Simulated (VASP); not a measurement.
# HfN (Fm-3m) in VASP: elastic constants with LDA

Aim: the elastic constants of HfN with LDA.

Everything below comes from runs of VASP 6.6.1. Logs are shortened: lines on timing, memory, paths and dates and some standing lists are left out, and cuts for length are marked.

### Step 1. The cell of the first run

The structure is cubic, space group Fm-3m (No. 225). The conventional cell has a = 4.512 Å, b = 4.512 Å, c = 4.512 Å, α = 90.00°, β = 90.00°, γ = 90.00°. Hf (site symmetry m-3m) has 6 N at 2.26 Å within 3.0 Å. Within 3.0 Å of N (site symmetry m-3m) lie 6 Hf at 2.26 Å.

### Step 2. Elastic constants, LDA

Input file INCAR:

```
PREC     = Accurate       # precision mode
ENCUT    = 600            # plane-wave cutoff, eV
EDIFF    = 1E-8           # SCF threshold, eV
ISMEAR   = -1             # smearing method
SIGMA    = 0.15           # smearing width, eV
LREAL    = False          # projectors in reciprocal space
LASPH    = True           # aspherical terms in the spheres
NELM     = 100            # most SCF steps
ALGO     = Normal         # electronic algorithm
ISIF     = 3              # what is computed and relaxed
LWAVE    = False          # write WAVECAR
LCHARG   = False          # write CHGCAR
GGA      = CA             # functional
NBANDS   = 14             # bands
IBRION   = 6              # ionic algorithm
NFREE    = 2            
POTIM    = 0.015          # step
NSW      = 1              # ionic steps
```

Input file KPOINTS:

```
regular mesh
0
Gamma
  16 16 16
```

Input file POSCAR:

```
HfN
1.0
    0.0000000000      2.2558601200      2.2558601200
    2.2558601200      0.0000000000      2.2558601200
    2.2558601200      2.2558601200      0.0000000000
Hf N
1 1
Direct
    0.0000000000      0.0000000000      0.0000000000
    0.5000000000      0.5000000000      0.5000000000
```

Potentials or basis: VASP PAW LDA potentials, release 64 (Hf_pv, N).

Run with:

```sh
> cat potpaw_LDA.64/Hf_pv/POTCAR potpaw_LDA.64/N/POTCAR > POTCAR
> mpirun -np 1 vasp_std > vasp.out
```

OUTCAR:

```text
PREC = Accurate
   ENCUT = 600
   EDIFF = 1E-8
   ISMEAR = -1
   LREAL = False
   LASPH = True
   NELM = 100
   ISIF = 3
   GGA = CA
   IBRION = 6
   NFREE = 2
   POTIM = 0.015
   NSW = 1

 ion  position               nearest neighbor table
   1  0.000  0.000  0.000-   2 2.26   2 2.26   2 2.26   2 2.26   2 2.26   2 2.26
   2  0.500  0.500  0.500-   1 2.26   1 2.26   1 2.26   1 2.26   1 2.26   1 2.26

  LATTYP: Found a face centered cubic cell.
 ALAT       =     4.5117202400

  Lattice vectors:

 A1 = (   0.0000000000,   2.2558601200,   2.2558601200)
 A2 = (   2.2558601200,   0.0000000000,   2.2558601200)
 A3 = (   2.2558601200,   2.2558601200,   0.0000000000)

Analysis of symmetry for initial positions (statically):
=====================================================================
 Subroutine PRICEL returns:
 Original cell was already a primitive cell.

 Routine SETGRP: Setting up the symmetry group for a
 face centered cubic supercell.

 Subroutine GETGRP returns: Found 48 space group operations
 (whereof 48 operations were pure point group operations)
 out of a pool of 48 trial point group operations.

The static configuration has the point symmetry O_h .

Analysis of symmetry for dynamics (positions and initial velocities):
=====================================================================
 Subroutine PRICEL returns:
 Original cell was already a primitive cell.

 Routine SETGRP: Setting up the symmetry group for a
 face centered cubic supercell.

 Subroutine GETGRP returns: Found 48 space group operations
 (whereof 48 operations were pure point group operations)
 out of a pool of 48 trial point group operations.

The dynamic configuration has the point symmetry O_h .

 Subroutine INISYM returns: Found 48 space group operations
 (whereof 48 operations are pure point group operations),
 and found     1 'primitive' translations

----------------------------------------------------------------------------------------

                                     Primitive cell

  volume of cell :      22.9597

  direct lattice vectors                    reciprocal lattice vectors
     0.000000000  2.255860120  2.255860120    -0.221644948  0.221644948  0.221644948
     2.255860120  0.000000000  2.255860120     0.221644948 -0.221644948  0.221644948
     2.255860120  2.255860120  0.000000000     0.221644948  0.221644948 -0.221644948

  length of vectors
     3.190267977  3.190267977  3.190267977     0.383900312  0.383900312  0.383900312

  position of ions in fractional coordinates (direct lattice)
     0.000000000  0.000000000  0.000000000
     0.500000000  0.500000000  0.500000000

  ion indices of the primitive-cell ions
   primitive index   ion index
                 1           1
                 2           2

----------------------------------------------------------------------------------------

 KPOINTS: regular mesh

Automatic generation of k-mesh.
 Grid dimensions read from file:
 generate k-points for:   16   16   16

 Generating k-lattice:

  Cartesian coordinates                     Fractional coordinates (reciprocal lattice)
    -0.013852809  0.013852809  0.013852809     0.062500000  0.000000000  0.000000000
     0.013852809 -0.013852809  0.013852809     0.000000000  0.062500000  0.000000000
     0.013852809  0.013852809 -0.013852809     0.000000000  0.000000000  0.062500000

  Length of vectors
     0.023993769  0.023993769  0.023993769

  Shift w.r.t. Gamma in fractional coordinates (k-lattice)
     0.000000000  0.000000000  0.000000000

 Subroutine IBZKPT returns following result:
 ===========================================

 Found    145 irreducible k-points:

 Following reciprocal coordinates:
            Coordinates               Weight
  0.000000  0.000000  0.000000      1.000000
  0.062500  0.000000  0.000000      8.000000
[... 69 lines left out ...]
   IVDW    =     0    specifies the selected vdW correction
   LEPSILON=     F    determine dielectric tensor
   LRPA    =     F    only Hartree local field effects (RPA)
 finite differences with symmetry
 non-spin polarized calculation
  energy-cutoff  :      600.00
  volume of cell :       22.96
 maximum number of plane-waves:       785
 NGX is ok and might be reduce to    28
   NGX = 13   NGY = 13   NGZ = 13

--------------------------------------- Ionic step        1  -------------------------------------------

 number of electron      15.0000002 magnetization

 Free energy of the ion-electron system (eV)
  ---------------------------------------------------
  ext. energy  EPLUGINS =         0.00000000
  ---------------------------------------------------
  free energy    TOTEN  =       -23.87070255 eV

  energy without entropy =      -23.82744224  energy(sigma->0) =      -23.84907240

------------------------ aborting loop because EDIFF is reached ----------------------------------------

  FORCE on cell =-STRESS in cart. coord.  units (eV):
  Direction    XX          YY          ZZ          XY          YZ          ZX
  --------------------------------------------------------------------------------------
  -------------------------------------------------------------------------------------
  Total       -1.3502498     -1.3502498     -1.3502498      0.0000000      0.0000000      0.0000000
  in kB      -94.2232787    -94.2232787    -94.2232787      0.0000000      0.0000000      0.0000000
  external PRESSURE =     -94.2232787 kB  Pullay stress =       0.0000000 kB
[... 89 lines left out ...]
  FREE ENERGIE OF THE ION-ELECTRON SYSTEM (eV)
  ---------------------------------------------------
  free  energy   TOTEN  =       -23.8808117400 eV

  energy  without entropy=      -23.8382948132  energy(sigma->0) =      -23.85955328

[... ionic steps 4 to 14 ...]

--------------------------------------- Ionic step       15  -------------------------------------------

 number of electron      15.0000001 magnetization

------------------------ aborting loop because EDIFF is reached ----------------------------------------
[... 67 lines left out ...]
--------------------------------------- Ionic step       17  -------------------------------------------

 number of electron      15.0000001 magnetization

 Free energy of the ion-electron system (eV)
  ---------------------------------------------------
  ext. energy  EPLUGINS =         0.00000000
  ---------------------------------------------------
  free energy    TOTEN  =       -23.86942406 eV

  energy without entropy =      -23.82614770  energy(sigma->0) =      -23.84778588

 E-fermi :   8.2272     XC(G=0): -13.0011

 val. band max:        8.2186533276   @ k =   0.0000  -0.1250   0.0625
 cond. band min:       8.2335553420   @ k =   0.3750   0.1250   0.0000
 fundamental gap:      0.0149020144
 Fermi energy:         8.2271518433

 k-point     1 :       0.0000    0.0000    0.0000
  band No.  band energies     occupation
      1     -22.6868      2.00000
      2     -22.6865      2.00000
      3     -22.6865      2.00000
      4      -9.0262      2.00000
      5       5.2722      2.00000
      6       5.2722      2.00000
      7       5.2727      2.00000
      8       7.8386      1.86049
      9       7.8429      1.85671
     10       7.8429      1.85671
     11      10.1497      0.00001
     12      10.1548      0.00001
     13      10.2588      0.00000
     14      17.8919      0.00000
[... 377 lines left out ...]
      1     -22.7867      2.00000
      2     -22.7116      2.00000
      3     -22.6886      2.00000
      4      -8.7826      2.00000
      5       4.2507      2.00000
      6       4.5923      2.00000
      7       4.9109      2.00000
      8       7.9887      1.66116
      9       8.0493      1.53202
     10       8.4647      0.34051
     11      10.3395      0.00000
     12      11.1867      0.00000
     13      11.2191      0.00000
     14      18.6878      0.00000

 [... further k-points ...]

------------------------ aborting loop because EDIFF is reached ----------------------------------------

  FORCE on cell =-STRESS in cart. coord.  units (eV):
  Direction    XX          YY          ZZ          XY          YZ          ZX
  --------------------------------------------------------------------------------------
  -------------------------------------------------------------------------------------
  Total       -1.3372348     -1.3495837     -1.3495837      0.0000000      0.0000000      0.0000000
  in kB      -93.3150652    -94.1767974    -94.1767974      0.0000000      0.0000000      0.0000000
  external PRESSURE =     -93.8895533 kB  Pullay stress =       0.0000000 kB
[... 17 lines left out ...]
  FREE ENERGIE OF THE ION-ELECTRON SYSTEM (eV)
  ---------------------------------------------------
  free  energy   TOTEN  =       -23.8694240629 eV

  energy  without entropy=      -23.8261476986  energy(sigma->0) =      -23.84778588

 INTERNAL STRAIN TENSORS FROM STRAINED CELLS
 ============================================

 INTERNAL STRAIN TENSOR FOR ION    1 for displacements in x,y,z  (eV/Angst):
          X           Y           Z          XY          YZ          ZX
  --------------------------------------------------------------------------------
  x    -0.00000     0.00000     0.00000     0.00000    -0.00000    -0.00000
  y    -0.00000     0.00000    -0.00000    -0.00000    -0.00000    -0.00000
  z     0.00000    -0.00000     0.00000     0.00000    -0.00000     0.00000

 INTERNAL STRAIN TENSORS FROM DISPLACED ATOMS
 ============================================

 INTERNAL STRAIN TENSOR FOR ION    1 for displacements in x,y,z  (eV/Angst):
          X           Y           Z          XY          YZ          ZX
  --------------------------------------------------------------------------------
  x     0.00000     0.00000     0.00000     0.00000     0.00000     0.00000
  y     0.00000     0.00000     0.00000     0.00000     0.00000     0.00000
  z     0.00000     0.00000     0.00000     0.00000     0.00000     0.00000

 INTERNAL STRAIN TENSOR FOR ION    2 for displacements in x,y,z  (eV/Angst):
          X           Y           Z          XY          YZ          ZX
  --------------------------------------------------------------------------------
  x     0.00000     0.00000     0.00000     0.00000     0.00000     0.00000
  y     0.00000     0.00000     0.00000     0.00000     0.00000     0.00000
  z     0.00000     0.00000     0.00000     0.00000     0.00000     0.00000

 Eigenvectors and eigenvalues of the dynamical matrix
 ----------------------------------------------------

   1 f  =   14.627630 THz    91.908110 2PiTHz  487.925219 cm-1    60.494990 meV
             X         Y         Z           dx          dy          dz
      0.000000  0.000000  0.000000     0.000000    0.269665    0.000000
      2.255860  2.255860  2.255860     0.000000   -0.962954    0.000000
[... 21 lines left out ...]
   6 f/i=    0.000471 THz     0.002961 2PiTHz    0.015721 cm-1     0.001949 meV
             X         Y         Z           dx          dy          dz
      0.000000  0.000000  0.000000     0.000000    0.000000    0.962954
      2.255860  2.255860  2.255860     0.000000    0.000000    0.269665

--------------------------------------------------------------------------------------------------------

 ELASTIC MODULI CONTR FROM IONIC RELAXATION (kBar)
 Direction    XX          YY          ZZ          XY          YZ          ZX
 --------------------------------------------------------------------------------
 XX           0.0000      0.0000      0.0000      0.0000      0.0000      0.0000
 YY           0.0000      0.0000      0.0000      0.0000      0.0000      0.0000
 ZZ           0.0000      0.0000      0.0000      0.0000      0.0000      0.0000
 XY           0.0000      0.0000      0.0000      0.0000      0.0000      0.0000
 YZ           0.0000      0.0000      0.0000      0.0000      0.0000      0.0000
 ZX           0.0000      0.0000      0.0000      0.0000      0.0000      0.0000
 --------------------------------------------------------------------------------

 TOTAL ELASTIC MODULI (kBar)
 Direction    XX          YY          ZZ          XY          YZ          ZX
 --------------------------------------------------------------------------------
 XX        6021.3795   1125.0252   1125.0252      0.0000      0.0000     -0.0000
 YY        1125.0252   6021.3795   1125.0252      0.0000     -0.0000     -0.0000
 ZZ        1125.0252   1125.0252   6021.3795     -0.0000      0.0000     -0.0000
 XY           0.0000      0.0000     -0.0000   1276.5197     -0.0000      0.0000
 YZ           0.0000     -0.0000      0.0000     -0.0000   1276.5197      0.0000
 ZX          -0.0000     -0.0000     -0.0000      0.0000      0.0000   1276.5197
 --------------------------------------------------------------------------------
```

It took 79 min on 1 thread of Intel Xeon 8259CL, shared host; peak memory 0.78 GiB.

Results:

```
Elastic constants C11, C12, C44 : 602, 113, 128 GPa
Voigt bulk modulus              : 276 GPa
Highest phonon frequency at Γ   : 488 cm⁻¹
```

Phonon frequencies in cm⁻¹ (negative: imaginary):
| q point | frequencies |
| --- | --- |
| (0.000, 0.000, 0.000) | 0 0 0 488 488 488 |

Elastic tensor in Voigt notation (GPa, in the Cartesian axes of the cell as first typed):
```
602 113 113   0   0   0
113 602 113   0   0   0
113 113 602   0   0   0
  0   0   0 128   0   0
  0   0   0   0 128   0
  0   0   0   0   0 128
```

Clamped-ion elastic tensor (GPa):
```
602 113 113   0   0   0
113 602 113   0   0   0
113 113 602   0   0   0
  0   0   0 128   0   0
  0   0   0   0 128   0
  0   0   0   0   0 128
```

Caveat: the cell is under stress, which shifts elastic constants; spin-orbit coupling is left out, which moves the levels of the heavy elements.
